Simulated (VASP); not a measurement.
# BaO (Fm-3m) in VASP: further runs

Aim: see how the results for BaO move with the level of theory and the settings. Levels: r2SCAN, PBEsol. Tasks: single point.

All numbers are computed with VASP 6.6.1; they aren't measurements. Logs are shortened: lines on timing, memory, paths and dates and some standing lists are left out, and cuts for length are marked.

## 1. The cell of the first run

It takes space group Fm-3m (No. 225, cubic). Conventional cell: a = 5.490 Å, b = 5.490 Å, c = 5.490 Å, α = 90.00°, β = 90.00°, γ = 90.00°. Ba (site symmetry m-3m) has 6 O at 2.75 Å within 3.6 Å. O (site symmetry m-3m) has 6 Ba at 2.75 Å within 3.6 Å.

## 2. Single point, r2SCAN

POSCAR reads:

```
BaO
1.0
    0.0000000000      2.7451890000      2.7451890000
    2.7451890000      0.0000000000      2.7451890000
    2.7451890000      2.7451890000      0.0000000000
Ba O
1 1
Direct
    0.0000000000      0.0000000000      0.0000000000
    0.5000000000      0.5000000000      0.5000000000
```

INCAR.step1 reads:

```
SYSTEM = BaO
ALGO     = Normal         ! electronic algorithm
EDIFF    = 1E-5           ! SCF threshold, eV
ENCUT    = 660            ! plane-wave cutoff, eV
GGA      = PE             ! functional
GGA_COMPAT= .FALSE.      
ISMEAR   = -1             ! smearing method
LASPH    = .TRUE.         ! aspherical terms in the spheres
LCHARG   = .FALSE.        ! write CHGCAR
LREAL    = .FALSE.        ! projectors in reciprocal space
LWAVE    = .TRUE.         ! write WAVECAR
NBANDS   = 15             ! bands
NELM     = 120            ! most SCF steps
PREC     = Accurate       ! precision mode
SIGMA    = 0.05           ! smearing width, eV
```

INCAR.step2 reads:

```
SYSTEM = BaO
ALGO     = Normal         ! electronic algorithm
EDIFF    = 1E-6           ! SCF threshold, eV
ENCUT    = 660            ! plane-wave cutoff, eV
GGA_COMPAT= .FALSE.      
ISIF     = 2              ! what is computed and relaxed
ISMEAR   = -1             ! smearing method
ISTART   = 1            
LASPH    = .TRUE.         ! aspherical terms in the spheres
LCHARG   = .TRUE.         ! write CHGCAR
LELF     = .TRUE.         ! ELF
LMIXTAU  = .TRUE.       
LREAL    = .FALSE.        ! projectors in reciprocal space
LVHAR    = .TRUE.       
LWAVE    = .FALSE.        ! write WAVECAR
METAGGA  = R2SCAN         ! meta-GGA
NBANDS   = 15             ! bands
NELM     = 120            ! most SCF steps
PREC     = Accurate       ! precision mode
SIGMA    = 0.05           ! smearing width, eV
```

KPOINTS reads:

```
k-points
0
G
  8 8 8
  0 0 0
```

Potentials or basis: VASP PAW PBE potentials, release 64 (Ba_sv, O).

The run is started by

```
cat potpaw_PBE.64/Ba_sv/POTCAR potpaw_PBE.64/O/POTCAR > POTCAR
cp INCAR.step1 INCAR
mpirun -np 1 vasp_std > vasp.out
cp INCAR.step2 INCAR
mpirun -np 1 vasp_std > vasp.out
```

OUTCAR:

```text
SYSTEM = BaO
   EDIFF = 1E-6
   ENCUT = 660
   ISIF = 2
   ISMEAR = -1
   ISTART = 1
   LASPH = .TRUE.
   LREAL = .FALSE.
   METAGGA = R2SCAN
   NELM = 120
   PREC = Accurate

 ion  position               nearest neighbor table
   1  0.000  0.000  0.000-   2 2.75   2 2.75   2 2.75   2 2.75   2 2.75   2 2.75
   2  0.500  0.500  0.500-   1 2.75   1 2.75   1 2.75   1 2.75   1 2.75   1 2.75

  LATTYP: Found a face centered cubic cell.
 ALAT       =     5.4903780000

  Lattice vectors:

 A1 = (   0.0000000000,   2.7451890000,   2.7451890000)
 A2 = (   2.7451890000,   0.0000000000,   2.7451890000)
 A3 = (   2.7451890000,   2.7451890000,   0.0000000000)

Analysis of symmetry for initial positions (statically):
=====================================================================
 Subroutine PRICEL returns:
 Original cell was already a primitive cell.

 Routine SETGRP: Setting up the symmetry group for a
 face centered cubic supercell.

 Subroutine GETGRP returns: Found 48 space group operations
[... 9 lines left out ...]

 Routine SETGRP: Setting up the symmetry group for a
 face centered cubic supercell.

 Subroutine GETGRP returns: Found 48 space group operations
[... 11 lines left out ...]
                                     Primitive cell

  volume of cell :      41.3758

  direct lattice vectors                    reciprocal lattice vectors
     0.000000000  2.745189000  2.745189000    -0.182136822  0.182136822  0.182136822
     2.745189000  0.000000000  2.745189000     0.182136822 -0.182136822  0.182136822
     2.745189000  2.745189000  0.000000000     0.182136822  0.182136822 -0.182136822

  length of vectors
     3.882283515  3.882283515  3.882283515     0.315470229  0.315470229  0.315470229

  position of ions in fractional coordinates (direct lattice)
     0.000000000  0.000000000  0.000000000
     0.500000000  0.500000000  0.500000000

  ion indices of the primitive-cell ions
   primitive index   ion index
                 1           1
                 2           2

----------------------------------------------------------------------------------------

 KPOINTS: k-points

Automatic generation of k-mesh.
 Grid dimensions read from file:
 generate k-points for:    8    8    8

 Generating k-lattice:

  Cartesian coordinates                     Fractional coordinates (reciprocal lattice)
    -0.022767103  0.022767103  0.022767103     0.125000000  0.000000000  0.000000000
     0.022767103 -0.022767103  0.022767103     0.000000000  0.125000000  0.000000000
     0.022767103  0.022767103 -0.022767103     0.000000000  0.000000000  0.125000000

  Length of vectors
     0.039433779  0.039433779  0.039433779

  Shift w.r.t. Gamma in fractional coordinates (k-lattice)
     0.000000000  0.000000000  0.000000000

 Subroutine IBZKPT returns following result:
 ===========================================

 Found     29 irreducible k-points:

 Following reciprocal coordinates:
            Coordinates               Weight
  0.000000  0.000000  0.000000      1.000000
  0.125000  0.000000  0.000000      8.000000
  0.250000  0.000000  0.000000      8.000000
  0.375000  0.000000  0.000000      8.000000
  0.500000  0.000000  0.000000      4.000000
  0.125000  0.125000  0.000000      6.000000
[... 16 lines left out ...]
  0.500000  0.250000  0.125000     48.000000
 -0.375000  0.250000  0.125000     24.000000
 [... further k-points ...]
   k-points           NKPTS =     29   k-points in BZ     NKDIM =     29   number of bands    NBANDS=     15
   number of dos      NEDOS =    301   number of ions     NIONS =      2
   total plane-waves  NPLWV =  46656
   dimension x,y,z NGX =    36 NGY =   36 NGZ =   36
   dimension x,y,z NGXF=    72 NGYF=   72 NGZF=   72
   ions per type =               1   1
   NGX,Y,Z   is equivalent  to a cutoff of  15.42, 15.42, 15.42 a.u.
   NGXF,Y,Z  is equivalent  to a cutoff of  30.83, 30.83, 30.83 a.u.
 SYSTEM =  BaO
   PREC   = accura    normal or accurate (medium, high low for compatibility)
   ISTART =      1    job   : 0-new  1-cont  2-samecut
   ICHARG =      0    charge: 1-file 2-atom 10-const
   ISPIN  =      1    spin polarized calculation?
   LNONCOLLINEAR =      F non collinear calculations
   LSORBIT =      F    spin-orbit coupling
   LASPH  =      T    aspherical Exc in radial PAW
   ENCUT  =  660.0 eV  48.51 Ry    6.96 a.u.   8.13  8.13  8.13*2*pi/ulx,y,z
   NELM   =    120;   NELMIN=  2; NELMDL=  0     # of ELM steps
   EDIFF  = 0.1E-05   stopping-criterion for ELM
   LREAL  =      F    real-space projection
   EDIFFG = 0.1E-04   stopping-criterion for IOM
   NSW    =      0    number of steps for IOM
   IBRION =     -1    ionic relax: 0-MD 1-quasi-New 2-CG
   NFREE  =      0    steps in history (QN), initial steepest desc. (CG)
   ISIF   =      2    stress and relaxation
   ISYM   =      2    0-nonsym 1-usesym 2-fastsym
   POTIM  = 0.5000    time-step for ionic-motion
   TEBEG  =    0.0;   TEEND  =   0.0 temperature during run
   PSTRESS=    0.0 pullay stress
   NELECT =      16.0000    total number of electrons
   NUPDOWN=      -1.0000    fix difference up-down
   EMIN   =  10.00;   EMAX   =-10.00  energy-range for DOS
   EFERMI =   0.00;   METHOD = LEGACY
   ISMEAR =    -1;   SIGMA  =   0.05  broadening in eV -4-tet -1-fermi 0-gaus
   EFERMI_NEDOS =   21; number of points for ismear=-14 and -15
   IALGO  =     38    algorithm
   IMIX   =      4    mixing-type and parameters
     AMIX     =   0.40;   BMIX     =  1.00
     AMIX_MAG =   1.60;   BMIX_MAG =  1.00
  volume/ion in A,a.u.               =      20.69       139.61
  Fermi-wavevector in a.u.,A,eV,Ry     =   1.192704  2.253883 19.354861  1.422542
  Thomas-Fermi vector in A             =   2.328736
   LORBIT       =      0    0 simple, 1 ext, 2 COOP (PROOUT), +10 PAW based schemes
   METAGGA = R2SCAN    functional components
   LHFCALC =     F    Hartree Fock is set to
   AEXX    =    0.0000 exact exchange contribution
   IVDW    =     0    specifies the selected vdW correction
   LEPSILON=     F    determine dielectric tensor
   LRPA    =     F    only Hartree local field effects (RPA)
 non-spin polarized calculation
  energy-cutoff  :      660.00
  volume of cell :       41.38
 maximum number of plane-waves:      1639
 NGX is ok and might be reduce to    36
   NGX = 17   NGY = 17   NGZ = 17

 number of electron      16.0000001 magnetization

 Free energy of the ion-electron system (eV)
  ---------------------------------------------------
  ext. energy  EPLUGINS =         0.00000000
  ---------------------------------------------------
  free energy    TOTEN  =       -37.80336484 eV

  energy without entropy =      -37.80336484  energy(sigma->0) =      -37.80336484

 E-fermi :   2.8800     XC(G=0): -10.2982

 val. band max:        1.8435833113   @ k =   0.5000   0.5000   0.0000
 cond. band min:       4.0567283077   @ k =   0.5000   0.5000   0.0000
 fundamental gap:      2.2131449964
 Fermi energy:         2.8800358057

 k-point     1 :       0.0000    0.0000    0.0000
  band No.  band energies     occupation
      1     -24.8442      2.00000
      2     -14.2237      2.00000
      3      -8.8683      2.00000
      4      -8.8683      2.00000
      5      -8.8683      2.00000
      6       1.3958      2.00000
      7       1.3958      2.00000
      8       1.3958      2.00000
      9       6.0927      0.00000
     10       6.9461      0.00000
     11       6.9461      0.00000
     12       6.9461      0.00000
     13       9.4567      0.00000
     14       9.4567      0.00000
     15      12.2427      0.00000

 k-point     2 :       0.1250    0.0000    0.0000
  band No.  band energies     occupation
      1     -24.8018      2.00000
      2     -14.3340      2.00000
      3      -8.9137      2.00000
      4      -8.8867      2.00000
      5      -8.8867      2.00000
      6       1.0771      2.00000
      7       1.1892      2.00000
      8       1.1892      2.00000
      9       6.6606      0.00000
     10       6.8778      0.00000
     11       7.2512      0.00000
     12       7.2512      0.00000
     13       9.8805      0.00000
     14       9.8805      0.00000
     15      13.2644      0.00000

 k-point     3 :       0.2500    0.0000    0.0000
  band No.  band energies     occupation
      1     -24.6966      2.00000
      2     -14.6025      2.00000
      3      -9.0161      2.00000
      4      -8.9301      2.00000
      5      -8.9301      2.00000
      6       0.4576      2.00000
      7       0.7458      2.00000
      8       0.7458      2.00000
      9       6.6905      0.00000
     10       8.0784      0.00000
     11       8.0784      0.00000
     12       8.3591      0.00000
     13      10.9342      0.00000
     14      10.9342      0.00000
     15      15.4788      0.00000

 k-point     4 :       0.3750    0.0000    0.0000
  band No.  band energies     occupation
      1     -24.5870      2.00000
      2     -14.8742      2.00000
      3      -9.1089      2.00000
      4      -8.9721      2.00000
      5      -8.9721      2.00000
      6      -0.0503      2.00000
      7       0.3601      2.00000
      8       0.3601      2.00000
      9       6.9741      0.00000
     10       9.0865      0.00000
     11       9.0865      0.00000
     12       9.9948      0.00000
     13      12.2547      0.00000
     14      12.2547      0.00000
     15      16.6581      0.00000
[... 307 lines left out ...]
 k-point    22 :       0.3750    0.2500    0.1250
  band No.  band energies     occupation
      1     -24.6212      2.00000
      2     -14.6492      2.00000
      3      -9.3265      2.00000
      4      -9.1473      2.00000
      5      -9.0204      2.00000
      6       0.2917      2.00000
      7       0.7359      2.00000
      8       1.3747      2.00000
      9       5.7980      0.00000
     10       8.2109      0.00000
     11       9.0024      0.00000
     12       9.4472      0.00000
     13      11.2083      0.00000
     14      11.9849      0.00000
     15      16.9961      0.00000

 k-point    23 :       0.5000    0.2500    0.1250
  band No.  band energies     occupation
      1     -24.5350      2.00000
      2     -14.7740      2.00000
      3      -9.5275      2.00000
      4      -9.3945      2.00000
      5      -9.0016      2.00000
      6       0.3103      2.00000
      7       0.5458      2.00000
      8       1.2203      2.00000
      9       6.3294      0.00000
     10       8.3678      0.00000
     11       9.8558      0.00000
     12      10.0182      0.00000
     13      12.1844      0.00000
     14      13.6740      0.00000
     15      15.7119      0.00000

 k-point    24 :      -0.3750    0.2500    0.1250
  band No.  band energies     occupation
      1     -24.4985      2.00000
      2     -14.8269      2.00000
      3      -9.5630      2.00000
      4      -9.5400      2.00000
      5      -8.9936      2.00000
      6       0.1915      2.00000
      7       0.8389      2.00000
      8       0.8921      2.00000
      9       7.0965      0.00000
     10       7.7446      0.00000
     11      10.3109      0.00000
     12      10.4670      0.00000
     13      12.7664      0.00000
     14      14.4570      0.00000
     15      15.1168      0.00000

 [... further k-points ...]
[... 5 lines left out ...]
  --------------------------------------------------------------------------------------
  -------------------------------------------------------------------------------------
  Total        1.0695946      1.0695946      1.0695946      0.0000000      0.0000000      0.0000000
  in kB       41.4174194     41.4174194     41.4174194      0.0000000      0.0000000      0.0000000
  external PRESSURE =      41.4174194 kB  Pullay stress =       0.0000000 kB

 VOLUME and BASIS-vectors are now :
 -----------------------------------------------------------------------------
  energy-cutoff  :      660.00
  volume of cell :       41.38
      direct lattice vectors                 reciprocal lattice vectors
     0.000000000  2.745189000  2.745189000    -0.182136822  0.182136822  0.182136822
     2.745189000  0.000000000  2.745189000     0.182136822 -0.182136822  0.182136822
     2.745189000  2.745189000  0.000000000     0.182136822  0.182136822 -0.182136822

 POSITION                                       TOTAL-FORCE (eV/Angst)
 -----------------------------------------------------------------------------------
      0.00000      0.00000      0.00000         0.000000      0.000000      0.000000
      2.74519      2.74519      2.74519        -0.000000     -0.000000     -0.000000
 -----------------------------------------------------------------------------------
    total drift:                                0.000000      0.000000      0.000000

  FREE ENERGIE OF THE ION-ELECTRON SYSTEM (eV)
  ---------------------------------------------------
  free  energy   TOTEN  =       -37.8033648380 eV

  energy  without entropy=      -37.8033648380  energy(sigma->0) =      -37.80336484
```

Wall time 86 s (1 thread of Intel Xeon Platinum 8488C (Sapphire Rapids), shared host); peak memory 0.23 GiB.

Results:

- Free energy: -37.8034 eV
- Pressure: 4.1 GPa
- Band gap on the k mesh: 2.21 eV, direct

Levels at points of the mesh, in eV from the valence-band top:
| k point | band 5 | band 6 | band 7 | band 8 | band 9 | band 10 | band 11 | band 12 |
| --- | --- | --- | --- | --- | --- | --- | --- | --- |
| (0.00, 0.00, 0.00) | -10.71 | -0.45 | -0.45 | -0.45 | 4.25 | 5.10 | 5.10 | 5.10 |
| (0.50, 0.00, 0.00) | -10.83 | -2.08 | -1.63 | -1.63 | 5.34 | 7.73 | 7.73 | 8.85 |
| (0.50, 0.50, 0.00) | -11.34 | -0.22 | -0.22 | 0.00 | 2.21 | 6.68 | 9.67 | 10.15 |

Caveat: the PAW data sets were made with another functional, which shifts forces and pressure a little; spin-orbit coupling is left out, which moves the levels of the heavy elements. r2SCAN opens gaps a little over a GGA but as a rule still falls short of measured ones.

## 3. Single point, PBEsol

INCAR reads:

```
PREC     = Accurate       # precision mode
ENCUT    = 600            # plane-wave cutoff, eV
EDIFF    = 1E-6           # SCF threshold, eV
ISMEAR   = -1             # smearing method
SIGMA    = 0.05           # smearing width, eV
LREAL    = False          # projectors in reciprocal space
LASPH    = True           # aspherical terms in the spheres
NELM     = 120            # most SCF steps
ALGO     = Normal         # electronic algorithm
ISIF     = 2              # what is computed and relaxed
LWAVE    = False          # write WAVECAR
LCHARG   = False          # write CHGCAR
GGA      = PS             # functional
NBANDS   = 15             # bands
GGA_COMPAT= False
```

KPOINTS reads:

```
Automatic mesh
0
Gamma
  8 8 8
```

POSCAR is that of step 2.

Potentials or basis: VASP PAW PBE potentials, release 64 (Ba_sv, O).

The run is started by

```
cat potpaw_PBE.64/Ba_sv/POTCAR potpaw_PBE.64/O/POTCAR > POTCAR
mpirun -np 1 vasp_std > vasp.out
```

Run time: 42 s. Hardware: 1 thread of Intel Xeon 8259CL, shared host; peak memory 0.19 GiB.

It converged, with:

```yaml
Free_energy: -12.3950 eV
Pressure: 1.8 GPa
Band_gap_on_the_k_mesh: 1.77 eV, direct
```

Levels at points of the mesh, in eV from the valence-band top:
| k point | band 6 | band 7 | band 8 | band 9 | band 10 | band 11 |
| --- | --- | --- | --- | --- | --- | --- |
| (0.00, 0.00, 0.00) | -0.43 | -0.43 | -0.43 | 3.47 | 4.61 | 4.61 |
| (0.50, 0.00, 0.00) | -2.17 | -1.63 | -1.63 | 4.88 | 7.22 | 7.22 |
| (0.50, 0.50, 0.00) | -0.20 | -0.20 | 0.00 | 1.77 | 6.03 | 9.02 |

Caveat: the PAW data sets were made with another functional, which shifts forces and pressure a little; spin-orbit coupling is left out, which moves the levels of the heavy elements. A hybrid or GW would open this gap; PBEsol tends to underestimate it.
